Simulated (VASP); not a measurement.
Here is a VASP 6.6.1 calculation.

File INCAR:

```
SYSTEM = O
  PREC = Accurate
  ENCUT = 520
  EDIFF = 1E-7
  ISMEAR = -1
  SIGMA = 0.05
  LREAL = .FALSE.
  LASPH = .TRUE.
  NELM = 150
  ALGO = Normal
  ISIF = 2
  LWAVE = .FALSE.
  LCHARG = .FALSE.
  ISPIN = 2
  MAGMOM = 1 1
  LORBIT = 11
  GGA = PE
  NBANDS = 17
```

Contents of KPOINTS:

```
Automatic mesh
0
G
  1 1 1
  0 0 0
```

The input POSCAR:

```
O
1.0
   11.0000000000      0.0000000000      0.0000000000
    0.0000000000     11.5000000000      0.0000000000
    0.0000000000      0.0000000000     12.0000000000
O
2
Direct
    0.5000000000      0.5000000000      0.4495810000
    0.5000000000      0.5000000000      0.5504190000
```

Potentials or basis: VASP PAW PBE potentials, release 64 (O).

Launch:

```bash
$ cat potpaw_PBE.64/O/POTCAR > POTCAR
$ mpirun -np 1 vasp_gam > vasp.out
```

**Question.** What does it give for the band gap on the k mesh?

**Answer.** 2.31 eV.

**Question.** Predict the largest force.

**Answer.** 1.819 eV/Å.

**Question.** Predict the net moment.

**Answer.** 2.00 μB per cell.

**Question.** Estimate the site moments.

**Answer.** O +0.81 μB.

Forces on the atoms (eV/Å):
```
O    0.000  0.000 -1.819
O    0.000  0.000  1.819
```

Caveat: the standard files for N, O and F lose accuracy on very short bonds.
